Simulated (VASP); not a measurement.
# Br (Cmce) in VASP: electric field gradients with PBE

Aim: the electric field gradients of Br with PBE.

Everything below comes from runs of VASP 6.6.1. Logs are shortened: lines on timing, memory, paths and dates and some standing lists are left out, and cuts for length are marked.

**1. The cell of the first run**

The structure is orthorhombic, space group Cmce (No. 64). Conventional cell: a = 6.670 Å, b = 4.480 Å, c = 8.720 Å, α = 90.00°, β = 90.00°, γ = 90.00°. Br (site symmetry m) has 1 Br at 2.27 Å within 3.0 Å.

**2. Electric field gradients, PBE**

INCAR reads:

```
SYSTEM = Br
PREC     = Accurate       ! precision mode
ENCUT    = 520            ! plane-wave cutoff, eV
EDIFF    = 1E-8           ! SCF threshold, eV
ISMEAR   = -1             ! smearing method
SIGMA    = 0.01           ! smearing width, eV
LREAL    = .False.        ! projectors in reciprocal space
LASPH    = .True.         ! aspherical terms in the spheres
NELM     = 100            ! most SCF steps
ALGO     = Normal         ! electronic algorithm
ISIF     = 2              ! what is computed and relaxed
LWAVE    = .False.        ! write WAVECAR
LCHARG   = .False.        ! write CHGCAR
GGA      = PE             ! functional
LEFG     = .True.       
NBANDS   = 22             ! bands
```

KPOINTS reads:

```
regular mesh
0
Gamma
  7 7 3
  0 0 0
```

POSCAR reads:

```
Br
1.0
    3.3350000000     -2.2400000000      0.0000000000
    3.3350000000      2.2400000000      0.0000000000
    0.0000000000      0.0000000000      8.7200000000
Br
4
Direct
    0.1350000000      0.8650000000      0.1100000000
    0.6350000000      0.3650000000      0.3900000000
    0.8650000000      0.1350000000      0.8900000000
    0.3650000000      0.6350000000      0.6100000000
```

Potentials or basis: VASP PAW PBE potentials, release 64 (Br).

Started as:

```sh
cat potpaw_PBE.64/Br/POTCAR > POTCAR
mpirun -np 1 vasp_std > vasp.out
```

OUTCAR:

```text
SYSTEM = Br
   PREC = Accurate
   ENCUT = 520
   EDIFF = 1E-8
   ISMEAR = -1
   LREAL = .False.
   LASPH = .True.
   NELM = 100
   ISIF = 2
   GGA = PE

 ion  position               nearest neighbor table
   1  0.135  0.865  0.110-   3 2.27
   2  0.635  0.365  0.390-   4 2.27
   3  0.865  0.135  0.890-   1 2.27
   4  0.365  0.635  0.610-   2 2.27

  LATTYP: Found a base centered orthorhombic cell.
 ALAT       =     4.4800000000
 B/A-ratio  =     1.4888392857
 C/A-ratio  =     1.9464285714

  Lattice vectors:

 A1 = (  -3.3350000000,  -2.2400000000,   0.0000000000)
 A2 = (   3.3350000000,  -2.2400000000,   0.0000000000)
 A3 = (   0.0000000000,   0.0000000000,   8.7200000000)

Analysis of symmetry for initial positions (statically):
=====================================================================
 Subroutine PRICEL returns:
 Original cell was already a primitive cell.

 Routine SETGRP: Setting up the symmetry group for a
 base centered orthorhombic supercell.

 Subroutine GETGRP returns: Found  8 space group operations
 (whereof  4 operations were pure point group operations)
 out of a pool of  8 trial point group operations.

The static configuration has the point symmetry C_2h.
 The point group associated with its full space group is D_2h.

Analysis of symmetry for dynamics (positions and initial velocities):
=====================================================================
 Subroutine PRICEL returns:
 Original cell was already a primitive cell.

 Routine SETGRP: Setting up the symmetry group for a
 base centered orthorhombic supercell.

 Subroutine GETGRP returns: Found  8 space group operations
 (whereof  4 operations were pure point group operations)
 out of a pool of  8 trial point group operations.

The dynamic configuration has the point symmetry C_2h.
 The point group associated with its full space group is D_2h.

 Subroutine INISYM returns: Found  8 space group operations
 (whereof  4 operations are pure point group operations),
 and found     1 'primitive' translations

----------------------------------------------------------------------------------------

                                     Primitive cell

  volume of cell :     130.2838

  direct lattice vectors                    reciprocal lattice vectors
     3.335000000 -2.240000000  0.000000000     0.149925037 -0.223214286  0.000000000
     3.335000000  2.240000000  0.000000000     0.149925037  0.223214286  0.000000000
     0.000000000  0.000000000  8.720000000     0.000000000  0.000000000  0.114678899

  length of vectors
     4.017440105  4.017440105  8.720000000     0.268890562  0.268890562  0.114678899

  position of ions in fractional coordinates (direct lattice)
     0.135000000  0.865000000  0.110000000
     0.635000000  0.365000000  0.390000000
     0.865000000  0.135000000  0.890000000
     0.365000000  0.635000000  0.610000000

  ion indices of the primitive-cell ions
   primitive index   ion index
                 1           1
                 2           2
                 3           3
                 4           4

----------------------------------------------------------------------------------------

 KPOINTS: regular mesh

Automatic generation of k-mesh.
 Grid dimensions read from file:
 generate k-points for:    7    7    3

 Generating k-lattice:

  Cartesian coordinates                     Fractional coordinates (reciprocal lattice)
     0.021417862 -0.031887755  0.000000000     0.142857143 -0.000000000  0.000000000
     0.021417862  0.031887755  0.000000000    -0.000000000  0.142857143  0.000000000
     0.000000000  0.000000000  0.038226300     0.000000000  0.000000000  0.333333333

  Length of vectors
     0.038412937  0.038412937  0.038226300

  Shift w.r.t. Gamma in fractional coordinates (k-lattice)
     0.000000000  0.000000000  0.000000000

 Subroutine IBZKPT returns following result:
 ===========================================

 Found     32 irreducible k-points:

 Following reciprocal coordinates:
            Coordinates               Weight
  0.000000  0.000000  0.000000      1.000000
  0.142857 -0.000000  0.000000      4.000000
  0.285714  0.000000  0.000000      4.000000
  0.428571 -0.000000  0.000000      4.000000
  0.142857  0.142857  0.000000      2.000000
  0.285714  0.142857  0.000000      4.000000
[... 16 lines left out ...]
  0.428571  0.142857  0.333333      8.000000
 -0.428571  0.142857  0.333333      8.000000
 [... further k-points ...]
   k-points           NKPTS =     32   k-points in BZ     NKDIM =     32   number of bands    NBANDS=     22
   number of dos      NEDOS =    301   number of ions     NIONS =      4
   total plane-waves  NPLWV =  63000
   dimension x,y,z NGX =    30 NGY =   30 NGZ =   70
   dimension x,y,z NGXF=    60 NGYF=   60 NGZF=  140
   ions per type =               4
   NGX,Y,Z   is equivalent  to a cutoff of  12.41, 12.41, 13.35 a.u.
   NGXF,Y,Z  is equivalent  to a cutoff of  24.83, 24.83, 26.69 a.u.
 SYSTEM =  Br
   PREC   = accura    normal or accurate (medium, high low for compatibility)
   ISTART =      0    job   : 0-new  1-cont  2-samecut
   ICHARG =      2    charge: 1-file 2-atom 10-const
   ISPIN  =      1    spin polarized calculation?
   LNONCOLLINEAR =      F non collinear calculations
   LSORBIT =      F    spin-orbit coupling
   LASPH  =      T    aspherical Exc in radial PAW
   ENCUT  =  520.0 eV  38.22 Ry    6.18 a.u.   7.47  7.47 16.21*2*pi/ulx,y,z
   NELM   =    100;   NELMIN=  2; NELMDL= -5     # of ELM steps
   EDIFF  = 0.1E-07   stopping-criterion for ELM
   LREAL  =      F    real-space projection
   EDIFFG = 0.1E-06   stopping-criterion for IOM
   NSW    =      0    number of steps for IOM
   IBRION =     -1    ionic relax: 0-MD 1-quasi-New 2-CG
   NFREE  =      0    steps in history (QN), initial steepest desc. (CG)
   ISIF   =      2    stress and relaxation
   ISYM   =      2    0-nonsym 1-usesym 2-fastsym
   POTIM  = 0.5000    time-step for ionic-motion
   TEBEG  =    0.0;   TEEND  =   0.0 temperature during run
   PSTRESS=    0.0 pullay stress
   NELECT =      28.0000    total number of electrons
   NUPDOWN=      -1.0000    fix difference up-down
   EMIN   =  10.00;   EMAX   =-10.00  energy-range for DOS
   EFERMI =   0.00;   METHOD = LEGACY
   ISMEAR =    -1;   SIGMA  =   0.01  broadening in eV -4-tet -1-fermi 0-gaus
   EFERMI_NEDOS =   21; number of points for ismear=-14 and -15
   IALGO  =     38    algorithm
   IMIX   =      4    mixing-type and parameters
     AMIX     =   0.40;   BMIX     =  1.00
     AMIX_MAG =   1.60;   BMIX_MAG =  1.00
  volume/ion in A,a.u.               =      32.57       219.80
  Fermi-wavevector in a.u.,A,eV,Ry     =   0.980612  1.853089 13.083372  0.961601
  Thomas-Fermi vector in A             =   2.111556
   LORBIT       =      0    0 simple, 1 ext, 2 COOP (PROOUT), +10 PAW based schemes
   GGA     = PE    functional components
   LHFCALC =     F    Hartree Fock is set to
   AEXX    =    0.0000 exact exchange contribution
   IVDW    =     0    specifies the selected vdW correction
   LEPSILON=     F    determine dielectric tensor
   LRPA    =     F    only Hartree local field effects (RPA)
 non-spin polarized calculation
  energy-cutoff  :      520.00
  volume of cell :      130.28
 maximum number of plane-waves:      3529
 NGX is ok and might be reduce to    30
   NGX = 15   NGY = 15   NGZ = 33

 number of electron      27.9999998 magnetization

 Free energy of the ion-electron system (eV)
  ---------------------------------------------------
  ext. energy  EPLUGINS =         0.00000000
  ---------------------------------------------------
  free energy    TOTEN  =        -6.31972072 eV

  energy without entropy =       -6.31972072  energy(sigma->0) =       -6.31972072

 E-fermi :   0.2607     XC(G=0):  -8.0489

 val. band max:       -0.0127963820   @ k =   0.0000   0.0000   0.0000
 cond. band min:       1.8840124151   @ k =   0.0000   0.0000   0.0000
 fundamental gap:      1.8968087971
 Fermi energy:         0.2607496470

 k-point     1 :       0.0000    0.0000    0.0000
  band No.  band energies     occupation
      1     -16.1206      2.00000
      2     -15.7798      2.00000
      3     -13.1977      2.00000
      4     -12.4344      2.00000
      5      -5.1276      2.00000
      6      -3.9401      2.00000
[... 14 lines left out ...]
     21       9.1261      0.00000
     22       9.4269      0.00000

 k-point     2 :       0.1429   -0.0000    0.0000
  band No.  band energies     occupation
      1     -16.0724      2.00000
      2     -15.7617      2.00000
      3     -13.1597      2.00000
      4     -12.4753      2.00000
      5      -5.1232      2.00000
      6      -4.0466      2.00000
[... 14 lines left out ...]
     21       9.0016      0.00000
     22       9.4212      0.00000

 k-point     3 :       0.2857    0.0000    0.0000
  band No.  band energies     occupation
      1     -15.9509      2.00000
      2     -15.7295      2.00000
      3     -13.0566      2.00000
      4     -12.5890      2.00000
      5      -5.1127      2.00000
      6      -4.3709      2.00000
[... 14 lines left out ...]
     21       9.2267      0.00000
     22       9.9025      0.00000
[... 476 lines left out ...]
 k-point    23 :       0.4286    0.1429    0.3333
  band No.  band energies     occupation
      1     -15.8314      2.00000
      2     -15.7387      2.00000
      3     -12.8900      2.00000
      4     -12.6989      2.00000
      5      -4.8810      2.00000
      6      -4.5674      2.00000
[... 14 lines left out ...]
     21       8.9785      0.00000
     22       9.4949      0.00000

 k-point    24 :      -0.4286    0.1429    0.3333
  band No.  band energies     occupation
      1     -15.7652      2.00000
      2     -15.7445      2.00000
      3     -12.8403      2.00000
      4     -12.8005      2.00000
      5      -4.8027      2.00000
      6      -4.7437      2.00000
[... 14 lines left out ...]
     21       9.7469      0.00000
     22      10.0586      0.00000

 [... further k-points ...]
[... 5 lines left out ...]
  --------------------------------------------------------------------------------------
  -------------------------------------------------------------------------------------
  Total        1.2650400      1.8605670      3.9367731      0.0000000      0.0000000      0.0000000
  in kB       15.5569514     22.8805021     48.4128479      0.0000000      0.0000000      0.0000000
  external PRESSURE =      28.9501005 kB  Pullay stress =       0.0000000 kB

 VOLUME and BASIS-vectors are now :
 -----------------------------------------------------------------------------
  energy-cutoff  :      520.00
  volume of cell :      130.28
      direct lattice vectors                 reciprocal lattice vectors
     3.335000000 -2.240000000  0.000000000     0.149925037 -0.223214286  0.000000000
     3.335000000  2.240000000  0.000000000     0.149925037  0.223214286  0.000000000
     0.000000000  0.000000000  8.720000000     0.000000000  0.000000000  0.114678899

 POSITION                                       TOTAL-FORCE (eV/Angst)
 -----------------------------------------------------------------------------------
      3.33500      1.63520      0.95920         0.000000     -0.588775      1.061137
      3.33500     -0.60480      3.40080         0.000000     -0.588775     -1.061137
      3.33500     -1.63520      7.76080         0.000000      0.588775     -1.061137
      3.33500      0.60480      5.31920         0.000000      0.588775      1.061137
 -----------------------------------------------------------------------------------
    total drift:                                0.000000      0.000000      0.000000

  FREE ENERGIE OF THE ION-ELECTRON SYSTEM (eV)
  ---------------------------------------------------
  free  energy   TOTEN  =        -6.3197207224 eV

  energy  without entropy=       -6.3197207224  energy(sigma->0) =       -6.31972072

 Electric field gradients (V/A^2)
---------------------------------------------------------------------
 ion       V_xx      V_yy      V_zz      V_xy      V_xz      V_yz
---------------------------------------------------------------------
   1    -543.858   -27.483   571.341    -0.000     0.000  -605.245
   2    -543.858   -27.483   571.341     0.000    -0.000   605.245
   3    -543.858   -27.483   571.341     0.000     0.000  -605.245
   4    -543.858   -27.483   571.341    -0.000    -0.000   605.245
---------------------------------------------------------------------

 Electric field gradients after diagonalization (V/A^2)
 (convention: |V_zz| > |V_xx| > |V_yy|)
----------------------------------------------------------------------
 ion       V_xx      V_yy      V_zz     asymmetry (V_yy - V_xx)/ V_zz
----------------------------------------------------------------------
   1    -543.858  -403.326   947.183       0.148
   2    -543.858  -403.326   947.183       0.148
   3    -543.858  -403.326   947.183       0.148
   4    -543.858  -403.326   947.183       0.148
----------------------------------------------------------------------

           NMR quadrupolar parameters

 Cq : quadrupolar parameter    Cq=e*Q*V_zz/h
 eta: asymmetry parameters     (V_yy - V_xx)/ V_zz
 Q  : nuclear electric quadrupole moment in mb (millibarn)
----------------------------------------------------------------------
 ion       Cq(MHz)       eta       Q (mb)
----------------------------------------------------------------------
   1       2.290       0.148       1.000
   2       2.290       0.148       1.000
   3       2.290       0.148       1.000
   4       2.290       0.148       1.000
----------------------------------------------------------------------
```

Wall time 3.2 min (1 thread of AMD EPYC 7R13, shared host); peak memory 0.23 GiB.

Results:

* Free energy: -6.3197 eV
* Pressure: 2.9 GPa
* Largest force: 1.214 eV/Å
* Band gap on the k mesh: 1.90 eV, direct

Forces on the atoms (eV/Å):
```
Br   0.000 -0.589  1.061
Br   0.000 -0.589 -1.061
Br   0.000  0.589 -1.061
Br   0.000  0.589  1.061
```

Electric field gradients, principal values (V/Å²):
```csv
atom,least,middle,greatest (by size)
1 Br,-403.326,-543.858,947.183
2 Br,-403.326,-543.858,947.183
3 Br,-403.326,-543.858,947.183
4 Br,-403.326,-543.858,947.183
```

Caveat: without QUAD_EFG the Cq values of the log hold for a quadrupole moment of 1 mb, not for the nuclei; forces of over 1 eV/Å act on the atoms, so gaps and moduli don't describe the material at rest. A hybrid or GW would open this gap; PBE tends to underestimate it.
